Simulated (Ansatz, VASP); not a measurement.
BN in VASP and in Ansatz

POSCAR

```
BN
1.0
    0.0000000000      1.8075000000      1.8075000000
    1.8075000000      0.0000000000      1.8075000000
    1.8075000000      1.8075000000      0.0000000000
B N
1 1
Direct
    0.0000000000      0.0000000000      0.0000000000
    0.2500000000      0.2500000000      0.2500000000
```

Contents of INCAR.step1:

```
SYSTEM = BN
  ALGO = Normal
  EDIFF = 1E-4
  ENCUT = 520
  GGA = PE
  ISMEAR = 0
  LASPH = .TRUE.
  LCHARG = .FALSE.
  LREAL = .FALSE.
  LWAVE = .TRUE.
  NBANDS = 11
  NELM = 100
  PREC = Accurate
  SIGMA = 0.05
```

The input INCAR.step2:

```
SYSTEM = BN
  ALGO = Normal
  EDIFF = 1E-6
  ENCUT = 520
  ISIF = 2
  ISMEAR = 0
  ISTART = 1
  LASPH = .TRUE.
  LCHARG = .FALSE.
  LMIXTAU = .TRUE.
  LREAL = .FALSE.
  LWAVE = .FALSE.
  METAGGA = R2SCAN
  NBANDS = 11
  NELM = 100
  PREC = Accurate
  SIGMA = 0.05
```

The input KPOINTS:

```
k-points
0
G
  10 10 10
  0 0 0
```

Input for Ansatz:

```yaml
crystal:
  lattice:
    - [0.0, 1.8075, 1.8075]
    - [1.8075, 0.0, 1.8075]
    - [1.8075, 1.8075, 0.0]
  atoms:
    - { symbol: B, position: [0.0, 0.0, 0.0] }
    - { symbol: "N", position: [0.25, 0.25, 0.25] }
basis:
  ecutwfc: 520.0
kpoints:
  mp_grid:
    grid: [10, 10, 10]
hamiltonian:
  xc: r2scan
  pseudopotentials:
    kind: paw
scf:
  convergence:
    dr2_threshold: 1.0e-10
  occupations:
    method: gaussian
    width: 0.05
output:
  stress: true
```

Alike in both runs: task single point; functional r2SCAN; k mesh 10 × 10 × 10; occupations gaussian, width 0.05 eV; no spin polarisation.

|  | VASP | Ansatz |
| --- | --- | --- |
| version | VASP 6.6.1 | Ansatz 0.2.0 |
| potentials or method | VASP PAW PBE potentials, release 64 (B, N), cutoff 520 eV | plane waves, PAW |
| valence electrons in the cell | 8 | 8 |

```csv
,VASP,Ansatz,Ansatz less VASP
pressure (GPa),-0.6,-1.7,-1.11
```

VASP's potentials were made for PBE, not for r2SCAN. With one functional, cell and mesh, what is left measures potentials, basis and numerics.
